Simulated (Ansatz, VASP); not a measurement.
Two plane-wave programs on H

```
H
1.0
     2.83893    0.00000    0.00000
     0.00000    2.83893    0.00000
     0.00000    0.00000    1.05054
H
1
Cartesian
  0.0000 0.0000 0.5253
```

Alike in both runs: task single point; functional PBE; k mesh 8 × 8 × 22; occupations gaussian, width 0.1 eV; no spin polarisation.

|  | VASP | Ansatz |
| --- | --- | --- |
| version | VASP 6.6.1 | Ansatz 0.2.0 |
| potentials or method | VASP PAW PBE potentials, release 64 (H), cutoff 520 eV | scalar-relativistic, plane waves, PAW |
| valence electrons in the cell | 1 | 1 |

|  | VASP | Ansatz | Ansatz less VASP |
| --- | --- | --- | --- |
| pressure (GPa) | -4.6 | -4.4 | +0.24 |
| traceless stress, the component that is largest in VASP (GPa) | -11.52 | -11.45 | +0.065 |

With one functional, cell and mesh, what is left measures potentials, basis and numerics.
